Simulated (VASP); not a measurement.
# Ti3As4 (P-43m) in VASP: further runs

Runs on Ti3As4. Level: PBE. Tasks: single point, relaxation of cell and atoms.

Program: VASP 6.6.1. These are calculated values, not measurements. Logs are shortened: lines on timing, memory, paths and dates and some standing lists are left out, and cuts for length are marked.

### Step 1. The cell of the first run

The structure is cubic, space group P-43m (No. 215). Conventional cell: a = 5.279 Å, b = 5.279 Å, c = 5.279 Å, α = 90.00°, β = 90.00°, γ = 90.00°. Within 3.2 Å of Ti (site symmetry -42m) lie 4 As at 2.39 Å. Within 3.3 Å of As (site symmetry 3m) lie 3 Ti at 2.39 Å and 3 As at 3.30 Å.

The cell was generated, and may not be a known phase.

### Step 2. Single point, PBE

File INCAR:

```
SYSTEM = Ti3As4
PREC = Accurate
ENCUT = 520
EDIFF = 1E-6
ISMEAR = 0
SIGMA = 0.1
LREAL = .False.
LASPH = .True.
NELM = 100
ALGO = Normal
ISIF = 2
LWAVE = .False.
LCHARG = .False.
GGA = PE
NBANDS = 37
```

File KPOINTS:

```
Automatic mesh
0
Gamma
  4 4 4
  0 0 0
```

File POSCAR:

```
Ti3As4
1.0
    5.2790062400      0.0000000000      0.0000000000
    0.0000000000      5.2790062400      0.0000000000
    0.0000000000      0.0000000000      5.2790062400
Ti As
3 4
Direct
    0.0000000000      0.0000000000      0.5000000000
    0.5000000000      0.0000000000      0.0000000000
    0.0000000000      0.5000000000      0.0000000000
    0.7206873300      0.7206873300      0.7206873300
    0.2793126700      0.2793126700      0.7206873300
    0.2793126700      0.7206873300      0.2793126700
    0.7206873300      0.2793126700      0.2793126700
```

Potentials or basis: VASP PAW PBE potentials, release 64 (Ti_sv, As).

Command:

```bash
> cat potpaw_PBE.64/Ti_sv/POTCAR potpaw_PBE.64/As/POTCAR > POTCAR
> mpirun -np 1 vasp_std > vasp.out
```

OUTCAR:

```text
SYSTEM = Ti3As4
   PREC = Accurate
   ENCUT = 520
   EDIFF = 1E-6
   ISMEAR = 0
   LREAL = .False.
   LASPH = .True.
   NELM = 100
   ISIF = 2
   GGA = PE

 ion  position               nearest neighbor table
   1  0.000  0.000  0.500-   4 2.39   5 2.39   6 2.39   7 2.39
   2  0.500  0.000  0.000-   4 2.39   5 2.39   6 2.39   7 2.39
   3  0.000  0.500  0.000-   4 2.39   5 2.39   6 2.39   7 2.39
   4  0.721  0.721  0.721-   1 2.39   2 2.39   3 2.39
   5  0.279  0.279  0.721-   1 2.39   2 2.39   3 2.39
   6  0.279  0.721  0.279-   1 2.39   2 2.39   3 2.39
   7  0.721  0.279  0.279-   1 2.39   2 2.39   3 2.39

  LATTYP: Found a simple cubic cell.
 ALAT       =     5.2790062400

  Lattice vectors:

 A1 = (   5.2790062400,   0.0000000000,   0.0000000000)
 A2 = (   0.0000000000,   5.2790062400,   0.0000000000)
 A3 = (   0.0000000000,   0.0000000000,   5.2790062400)

Analysis of symmetry for initial positions (statically):
=====================================================================
 Subroutine PRICEL returns:
 Original cell was already a primitive cell.

 Routine SETGRP: Setting up the symmetry group for a
 simple cubic supercell.

 Subroutine GETGRP returns: Found 24 space group operations
 (whereof 24 operations were pure point group operations)
 out of a pool of 48 trial point group operations.

The static configuration has the point symmetry T_d .

Analysis of symmetry for dynamics (positions and initial velocities):
=====================================================================
 Subroutine PRICEL returns:
 Original cell was already a primitive cell.

 Routine SETGRP: Setting up the symmetry group for a
 simple cubic supercell.

 Subroutine GETGRP returns: Found 24 space group operations
 (whereof 24 operations were pure point group operations)
 out of a pool of 48 trial point group operations.

The dynamic configuration has the point symmetry T_d .

 Subroutine INISYM returns: Found 24 space group operations
 (whereof 24 operations are pure point group operations),
 and found     1 'primitive' translations

----------------------------------------------------------------------------------------

                                     Primitive cell

  volume of cell :     147.1149

  direct lattice vectors                    reciprocal lattice vectors
     5.279006240  0.000000000  0.000000000     0.189429592  0.000000000  0.000000000
     0.000000000  5.279006240  0.000000000     0.000000000  0.189429592  0.000000000
     0.000000000  0.000000000  5.279006240     0.000000000  0.000000000  0.189429592

  length of vectors
     5.279006240  5.279006240  5.279006240     0.189429592  0.189429592  0.189429592

  position of ions in fractional coordinates (direct lattice)
     0.000000000  0.000000000  0.500000000
     0.500000000  0.000000000  0.000000000
     0.000000000  0.500000000  0.000000000
     0.720687330  0.720687330  0.720687330
     0.279312670  0.279312670  0.720687330
     0.279312670  0.720687330  0.279312670
     0.720687330  0.279312670  0.279312670

  ion indices of the primitive-cell ions
   primitive index   ion index
                 1           1
                 2           2
                 3           3
                 4           4
                 5           5
                 6           6
                 7           7

----------------------------------------------------------------------------------------

 KPOINTS: Automatic mesh

Automatic generation of k-mesh.
 Grid dimensions read from file:
 generate k-points for:    4    4    4

 Generating k-lattice:

  Cartesian coordinates                     Fractional coordinates (reciprocal lattice)
     0.047357398  0.000000000  0.000000000     0.250000000  0.000000000  0.000000000
     0.000000000  0.047357398  0.000000000     0.000000000  0.250000000  0.000000000
     0.000000000  0.000000000  0.047357398     0.000000000  0.000000000  0.250000000

  Length of vectors
     0.047357398  0.047357398  0.047357398

  Shift w.r.t. Gamma in fractional coordinates (k-lattice)
     0.000000000  0.000000000  0.000000000

 Subroutine IBZKPT returns following result:
 ===========================================

 Found     10 irreducible k-points:

 Following reciprocal coordinates:
            Coordinates               Weight
  0.000000  0.000000  0.000000      1.000000
  0.250000  0.000000  0.000000      6.000000
  0.500000  0.000000  0.000000      3.000000
  0.250000  0.250000  0.000000     12.000000
  0.500000  0.250000  0.000000     12.000000
  0.500000  0.500000  0.000000      3.000000
  0.250000  0.250000  0.250000      8.000000
  0.500000  0.250000  0.250000     12.000000
  0.500000  0.500000  0.250000      6.000000
  0.500000  0.500000  0.500000      1.000000
   k-points           NKPTS =     10   k-points in BZ     NKDIM =     10   number of bands    NBANDS=     37
   number of dos      NEDOS =    301   number of ions     NIONS =      7
   total plane-waves  NPLWV =  64000
   dimension x,y,z NGX =    40 NGY =   40 NGZ =   40
   dimension x,y,z NGXF=    80 NGYF=   80 NGZF=   80
   ions per type =               3   4
   NGX,Y,Z   is equivalent  to a cutoff of  12.60, 12.60, 12.60 a.u.
   NGXF,Y,Z  is equivalent  to a cutoff of  25.19, 25.19, 25.19 a.u.
 SYSTEM =  Ti3As4
   PREC   = accura    normal or accurate (medium, high low for compatibility)
   ISTART =      0    job   : 0-new  1-cont  2-samecut
   ICHARG =      2    charge: 1-file 2-atom 10-const
   ISPIN  =      1    spin polarized calculation?
   LNONCOLLINEAR =      F non collinear calculations
   LSORBIT =      F    spin-orbit coupling
   LASPH  =      T    aspherical Exc in radial PAW
   ENCUT  =  520.0 eV  38.22 Ry    6.18 a.u.   9.82  9.82  9.82*2*pi/ulx,y,z
   NELM   =    100;   NELMIN=  2; NELMDL= -5     # of ELM steps
   EDIFF  = 0.1E-05   stopping-criterion for ELM
   LREAL  =      F    real-space projection
   EDIFFG = 0.1E-04   stopping-criterion for IOM
   NSW    =      0    number of steps for IOM
   IBRION =     -1    ionic relax: 0-MD 1-quasi-New 2-CG
   NFREE  =      0    steps in history (QN), initial steepest desc. (CG)
   ISIF   =      2    stress and relaxation
   ISYM   =      2    0-nonsym 1-usesym 2-fastsym
   POTIM  = 0.5000    time-step for ionic-motion
   TEBEG  =    0.0;   TEEND  =   0.0 temperature during run
   PSTRESS=    0.0 pullay stress
   NELECT =      56.0000    total number of electrons
   NUPDOWN=      -1.0000    fix difference up-down
   EMIN   =  10.00;   EMAX   =-10.00  energy-range for DOS
   EFERMI =   0.00;   METHOD = LEGACY
   ISMEAR =     0;   SIGMA  =   0.10  broadening in eV -4-tet -1-fermi 0-gaus
   EFERMI_NEDOS =   21; number of points for ismear=-14 and -15
   IALGO  =     38    algorithm
   IMIX   =      4    mixing-type and parameters
     AMIX     =   0.40;   BMIX     =  1.00
     AMIX_MAG =   1.60;   BMIX_MAG =  1.00
  volume/ion in A,a.u.               =      21.02       141.83
  Fermi-wavevector in a.u.,A,eV,Ry     =   1.186457  2.242079 19.152652  1.407680
  Thomas-Fermi vector in A             =   2.322629
   LORBIT       =      0    0 simple, 1 ext, 2 COOP (PROOUT), +10 PAW based schemes
   GGA     = PE    functional components
   LHFCALC =     F    Hartree Fock is set to
   AEXX    =    0.0000 exact exchange contribution
   IVDW    =     0    specifies the selected vdW correction
   LEPSILON=     F    determine dielectric tensor
   LRPA    =     F    only Hartree local field effects (RPA)
 non-spin polarized calculation
 Gauss-broadening in eV      SIGMA  =   0.10
  energy-cutoff  :      520.00
  volume of cell :      147.11
 maximum number of plane-waves:      3984
 NGX is ok and might be reduce to    40
   NGX = 19   NGY = 19   NGZ = 19

 number of electron      55.9999994 magnetization

 Free energy of the ion-electron system (eV)
  ---------------------------------------------------
  ext. energy  EPLUGINS =         0.00000000
  ---------------------------------------------------
  free energy    TOTEN  =       -42.67843550 eV

  energy without entropy =      -42.67843209  energy(sigma->0) =      -42.67843379

 E-fermi :   5.0070     XC(G=0): -10.0990

 val. band max:        4.7108372406   @ k =   0.2500   0.2500   0.0000
 cond. band min:       5.2928100679   @ k =   0.2500   0.0000   0.0000
 fundamental gap:      0.5819728273
 Fermi energy:         5.0070318479

 k-point     1 :       0.0000    0.0000    0.0000
  band No.  band energies     occupation
      1     -51.7903      2.00000
      2     -51.7838      2.00000
      3     -51.7838      2.00000
      4     -28.1309      2.00000
      5     -28.1309      2.00000
      6     -28.1309      2.00000
[... 29 lines left out ...]
     36       7.2272      0.00000
     37       7.2287      0.00000

 k-point     2 :       0.2500    0.0000    0.0000
  band No.  band energies     occupation
      1     -51.7894      2.00000
      2     -51.7846      2.00000
      3     -51.7838      2.00000
      4     -28.1292      2.00000
      5     -28.1292      2.00000
      6     -28.1281      2.00000
[... 29 lines left out ...]
     36       7.1593      0.00000
     37       7.5152      0.00000

 k-point     3 :       0.5000    0.0000    0.0000
  band No.  band energies     occupation
      1     -51.7881      2.00000
      2     -51.7859      2.00000
      3     -51.7837      2.00000
      4     -28.1272      2.00000
      5     -28.1272      2.00000
      6     -28.1251      2.00000
[... 29 lines left out ...]
     36       7.5349      0.00000
     37       7.5552      0.00000
[... 201 lines left out ...]
 k-point     9 :       0.5000    0.5000    0.2500
  band No.  band energies     occupation
      1     -51.7859      2.00000
      2     -51.7859      2.00000
      3     -51.7859      2.00000
      4     -28.1419      2.00000
      5     -28.1354      2.00000
      6     -28.1354      2.00000
[... 29 lines left out ...]
     36       7.7700      0.00000
     37       7.8615      0.00000

 k-point    10 :       0.5000    0.5000    0.5000
  band No.  band energies     occupation
      1     -51.7859      2.00000
      2     -51.7859      2.00000
      3     -51.7859      2.00000
      4     -28.1416      2.00000
      5     -28.1416      2.00000
      6     -28.1416      2.00000
[... 29 lines left out ...]
     36       8.4571      0.00000
     37       8.4571      0.00000

------------------------ aborting loop because EDIFF is reached ----------------------------------------

  FORCE on cell =-STRESS in cart. coord.  units (eV):
  Direction    XX          YY          ZZ          XY          YZ          ZX
  --------------------------------------------------------------------------------------
  -------------------------------------------------------------------------------------
  Total       10.8488264     10.8488264     10.8488264     -0.0000000     -0.0000000     -0.0000000
  in kB      118.1508402    118.1508402    118.1508402     -0.0000000     -0.0000000     -0.0000000
  external PRESSURE =     118.1508402 kB  Pullay stress =       0.0000000 kB

 VOLUME and BASIS-vectors are now :
 -----------------------------------------------------------------------------
  energy-cutoff  :      520.00
  volume of cell :      147.11
      direct lattice vectors                 reciprocal lattice vectors
     5.279006240  0.000000000  0.000000000     0.189429592  0.000000000  0.000000000
     0.000000000  5.279006240  0.000000000     0.000000000  0.189429592  0.000000000
     0.000000000  0.000000000  5.279006240     0.000000000  0.000000000  0.189429592

 POSITION                                       TOTAL-FORCE (eV/Angst)
 -----------------------------------------------------------------------------------
      0.00000      0.00000      2.63950         0.000000      0.000000     -0.000000
      2.63950      0.00000      0.00000         0.000000      0.000000     -0.000000
      0.00000      2.63950      0.00000         0.000000      0.000000     -0.000000
      3.80451      3.80451      3.80451        -0.394224     -0.394224     -0.394224
      1.47449      1.47449      3.80451         0.394224      0.394224     -0.394224
      1.47449      3.80451      1.47449         0.394224     -0.394224      0.394224
      3.80451      1.47449      1.47449        -0.394224      0.394224      0.394224
 -----------------------------------------------------------------------------------
    total drift:                               -0.000000     -0.000000     -0.000000

  FREE ENERGIE OF THE ION-ELECTRON SYSTEM (eV)
  ---------------------------------------------------
  free  energy   TOTEN  =       -42.6784355029 eV

  energy  without entropy=      -42.6784320863  energy(sigma->0) =      -42.67843379
```

Wall time 54 s (1 thread of Intel Xeon Platinum 8488C (Sapphire Rapids), shared host); peak memory 0.24 GiB.

Results:

```
Free energy            : -42.6784 eV
Pressure               : 11.8 GPa
Largest force          : 0.683 eV/Å
Band gap on the k mesh : 0.58 eV (least direct gap 0.65 eV)
```

Forces in eV/Å, atoms in the order of the input:
```
Ti   0.000  0.000  0.000
Ti   0.000  0.000  0.000
Ti   0.000  0.000  0.000
As  -0.394 -0.394 -0.394
As   0.394  0.394 -0.394
As   0.394 -0.394  0.394
As  -0.394  0.394  0.394
```

Caveat: the cell stands under pressure. A k mesh can miss the band edges.

### Step 3. Single point, PBE

This run uses another cell than the first one, of 24.79 Å³/atom.

File INCAR:

```
PREC     = Accurate       # precision mode
ENCUT    = 520            # plane-wave cutoff, eV
EDIFF    = 1E-6           # SCF threshold, eV
ISMEAR   = 0              # smearing method
SIGMA    = 0.1            # smearing width, eV
LREAL    = False          # projectors in reciprocal space
LASPH    = True           # aspherical terms in the spheres
NELM     = 100            # most SCF steps
ALGO     = Normal         # electronic algorithm
ISIF     = 2              # what is computed and relaxed
LWAVE    = False          # write WAVECAR
LCHARG   = True           # write CHGCAR
GGA      = PE             # functional
LELF     = True           # ELF
LVHAR    = True         
NBANDS   = 37             # bands
```

File KPOINTS:

```
regular mesh
0
Gamma
  4 4 4
```

File POSCAR:

```
Ti3As4
1.0
    5.5775038564      0.0000000000      0.0000000000
    0.0000000000      5.5775038564      0.0000000000
    0.0000000000      0.0000000000      5.5775038564
Ti As
3 4
Direct
    0.0000000000      0.0000000000      0.5000000000
    0.5000000000      0.0000000000      0.0000000000
    0.0000000000      0.5000000000      0.0000000000
    0.7321349087      0.7321349087      0.7321349087
    0.2678650913      0.2678650913      0.7321349087
    0.2678650913      0.7321349087      0.2678650913
    0.7321349087      0.2678650913      0.2678650913
```

Potentials or basis: VASP PAW PBE potentials, release 64 (Ti_sv, As).

Command:

```bash
> cat potpaw_PBE.64/Ti_sv/POTCAR potpaw_PBE.64/As/POTCAR > POTCAR
> mpirun -np 1 vasp_std > vasp.out
```

Run time: 81 s. Hardware: 1 thread of Intel Xeon Platinum 8488C (Sapphire Rapids), shared host; peak memory 0.28 GiB.

Results (log left out):

```yaml
Free_energy: -43.4307 eV
Pressure: 0.4 GPa
Band_gap_on_the_k_mesh: 0.68 eV (least direct gap 0.76 eV)
```

Levels at points of the mesh, in eV from the valence-band top:
```tsv
k point	band 26	band 27	band 28	band 29	band 30	band 31
(0.00, 0.00, 0.00)	-0.21	-0.21	-0.21	1.19	1.19	1.19
(0.50, 0.00, 0.00)	-0.76	-0.25	-0.25	0.70	1.05	1.05
(0.50, 0.50, 0.00)	-0.66	-0.10	-0.10	0.99	1.29	1.29
(0.50, 0.50, 0.50)	-0.27	-0.27	-0.27	1.50	1.50	1.50
```

A k mesh can miss the band edges.

### Step 4. Single point, PBE

This run uses another cell than the first one, of 25.06 Å³/atom.

File INCAR:

```
PREC = Accurate ; ENCUT = 520
EDIFF = 1E-6 ; ISMEAR = 0
SIGMA = 0.02 ; LREAL = False
LASPH = True ; NELM = 100
ALGO = Normal ; ISIF = 2
LWAVE = False ; LCHARG = True
GGA = PE ; LELF = True
LVHAR = True ; NBANDS = 37
```

File KPOINTS:

```
regular mesh
0
Gamma
  6 6 6
```

File POSCAR:

```
Ti3As4
1.0
    5.5979478858      0.0000000000      0.0000000000
    0.0000000000      5.5979478858      0.0000000000
    0.0000000000      0.0000000000      5.5979478858
Ti As
3 4
Direct
    0.0000000000      0.0000000000      0.5000000000
    0.5000000000      0.0000000000      0.0000000000
    0.0000000000      0.5000000000      0.0000000000
    0.7340823220      0.7340823220      0.7340823220
    0.2659176780      0.2659176780      0.7340823220
    0.2659176780      0.7340823220      0.2659176780
    0.7340823220      0.2659176780      0.2659176780
```

Potentials or basis: VASP PAW PBE potentials, release 64 (Ti_sv, As).

Command:

```bash
> cat potpaw_PBE.64/Ti_sv/POTCAR potpaw_PBE.64/As/POTCAR > POTCAR
> mpirun -np 1 vasp_std > vasp.out
```

OUTCAR:

```text
PREC = Accurate
   ENCUT = 520
   EDIFF = 1E-6
   ISMEAR = 0
   LREAL = False
   LASPH = True
   NELM = 100
   ISIF = 2
   GGA = PE

 ion  position               nearest neighbor table
   1  0.000  0.000  0.500-   4 2.48   5 2.48   6 2.48   7 2.48
   2  0.500  0.000  0.000-   4 2.48   5 2.48   6 2.48   7 2.48
   3  0.000  0.500  0.000-   4 2.48   5 2.48   6 2.48   7 2.48
   4  0.734  0.734  0.734-   1 2.48   2 2.48   3 2.48
   5  0.266  0.266  0.734-   1 2.48   2 2.48   3 2.48
   6  0.266  0.734  0.266-   1 2.48   2 2.48   3 2.48
   7  0.734  0.266  0.266-   1 2.48   2 2.48   3 2.48
[... 1003 lines left out ...]
  Total        0.1037720      0.1037720      0.1037720     -0.0000000     -0.0000000      0.0000000
  in kB        0.9477726      0.9477726      0.9477726     -0.0000000     -0.0000000      0.0000000
  external PRESSURE =       0.9477726 kB  Pullay stress =       0.0000000 kB

 VOLUME and BASIS-vectors are now :
 -----------------------------------------------------------------------------
  energy-cutoff  :      520.00
  volume of cell :      175.42
      direct lattice vectors                 reciprocal lattice vectors
     5.597947886  0.000000000  0.000000000     0.178636890  0.000000000  0.000000000
     0.000000000  5.597947886  0.000000000     0.000000000  0.178636890  0.000000000
     0.000000000  0.000000000  5.597947886     0.000000000  0.000000000  0.178636890

 POSITION                                       TOTAL-FORCE (eV/Angst)
 -----------------------------------------------------------------------------------
      0.00000      0.00000      2.79897         0.000000     -0.000000     -0.000000
      2.79897      0.00000      0.00000         0.000000     -0.000000     -0.000000
      0.00000      2.79897      0.00000         0.000000      0.000000     -0.000000
      4.10935      4.10935      4.10935        -0.008881     -0.008881     -0.008881
      1.48859      1.48859      4.10935         0.008881      0.008881     -0.008881
      1.48859      4.10935      1.48859         0.008881     -0.008881      0.008881
      4.10935      1.48859      1.48859        -0.008881      0.008881      0.008881
 -----------------------------------------------------------------------------------
    total drift:                               -0.000000     -0.000000     -0.000000

  FREE ENERGIE OF THE ION-ELECTRON SYSTEM (eV)
  ---------------------------------------------------
  free  energy   TOTEN  =       -43.4340887819 eV

  energy  without entropy=      -43.4340887819  energy(sigma->0) =      -43.43408878
```

Run time: 2.5 min. Hardware: 1 thread of Intel Xeon Platinum 8488C (Sapphire Rapids), shared host; peak memory 0.32 GiB.

What came out:

```
Free energy            : -43.4341 eV
Pressure               : 0.1 GPa
Largest force          : 0.015 eV/Å
Band gap on the k mesh : 0.67 eV (least direct gap 0.75 eV)
```

Forces on the atoms (eV/Å):
```
Ti   0.000  0.000  0.000
Ti   0.000  0.000  0.000
Ti   0.000  0.000  0.000
As  -0.009 -0.009 -0.009
As   0.009  0.009 -0.009
As   0.009 -0.009  0.009
As  -0.009  0.009  0.009
```

Levels at points of the mesh, in eV from the valence-band top:
| k point | band 25 | band 26 | band 27 | band 28 | band 29 | band 30 | band 31 | band 32 |
| --- | --- | --- | --- | --- | --- | --- | --- | --- |
| (0.00, 0.00, 0.00) | -0.57 | -0.15 | -0.15 | -0.15 | 1.18 | 1.18 | 1.18 | 1.38 |
| (0.50, 0.00, 0.00) | -0.75 | -0.75 | -0.23 | -0.23 | 0.72 | 1.07 | 1.07 | 1.12 |
| (0.50, 0.50, 0.00) | -0.98 | -0.67 | -0.10 | -0.10 | 1.00 | 1.29 | 1.29 | 1.70 |
| (0.50, 0.50, 0.50) | -0.98 | -0.26 | -0.26 | -0.26 | 1.49 | 1.49 | 1.49 | 1.56 |

A k mesh can miss the band edges.

(Part 1 of 2 ends here.)
